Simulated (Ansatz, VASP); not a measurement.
**One calculation of MoW2, two programs**

File INCAR:

```
ALGO     = Normal         # electronic algorithm
EDIFF    = 1E-6           # SCF threshold, eV
ENCUT    = 520            # plane-wave cutoff, eV
GGA      = PE             # functional
ISIF     = 2              # what is computed and relaxed
ISMEAR   = 0              # smearing method
LASPH    = T              # aspherical terms in the spheres
LCHARG   = T              # write CHGCAR
LELF     = T              # ELF
LREAL    = F              # projectors in reciprocal space
LVHAR    = T            
LWAVE    = F              # write WAVECAR
NBANDS   = 28             # bands
NELM     = 100            # most SCF steps
PREC     = Accurate       # precision mode
SIGMA    = 0.1            # smearing width, eV
```

File KPOINTS:

```
k-points
0
Gamma
  6 6 6
```

File POSCAR:

```
MoW2
1.0
    4.6302924600      0.0000000000      0.0000000000
   -2.3151462300      4.0099509000      0.0000000000
    0.0000000000      0.0000000000      2.8354634700
Mo W
1 2
Direct
    0.0000000000      0.0000000000      0.5000000000
    0.3333333300      0.6666666700      0.8333333300
    0.6666666700      0.3333333300      0.1666666700
```

Input for Ansatz:

```yaml
crystal:
  lattice:
    - [4.63029246, 0.0, 0.0]
    - [-2.31514623, 4.0099509, 0.0]
    - [0.0, 0.0, 2.83546347]
  atoms:
    - { symbol: Mo, position: [0.0, 0.0, 0.5] }
    - { symbol: W, position: [0.33333333, 0.66666667, 0.83333333] }
    - { symbol: W, position: [0.66666667, 0.33333333, 0.16666667] }
basis:
  ecutwfc: 420
kpoints:
  mp_grid: { grid: [6, 6, 6] }
hamiltonian:
  xc: pbe
scf:
  occupations: { method: gaussian, width: 0.1 }
  lower_state_search: "off"
output:
  forces: true
  stress: true
  eigenvalues: true
```

Alike in both runs: task single point; functional PBE; k mesh 6 × 6 × 6; occupations gaussian, width 0.1 eV; no spin polarisation.

|  | VASP | Ansatz |
| --- | --- | --- |
| version | VASP 6.6.1 | Ansatz 0.2.0 |
| potentials or method | VASP PAW PBE potentials, release 64 (Mo_sv, W_sv), cutoff 520 eV | scalar-relativistic, plane waves, PAW |
| valence electrons in the cell | 42 | 42 |

Ansatz gave:

- gap on the k mesh at the Fermi level (eV): none
- pressure (GPa): -21.6
- traceless stress, the component that is largest in VASP (GPa): -1.00
- rms of the force components (eV/Å): 0.014

Which values does VASP return?

gap on the k mesh at the Fermi level (eV): none; pressure (GPa): -21.4; traceless stress, the component that is largest in VASP (GPa): -1.00; rms of the force components (eV/Å): 0.014.

Atom by atom the forces differ by 0.000 eV/Å (rms over components). A gap of «none» marks a metal or a gap that the smearing closes. The functional is the same, so the differences come from potentials, cutoffs and numerics.

The k mesh is coarse, so the values compare programs but aren't converged. Spin-orbit coupling is off throughout.
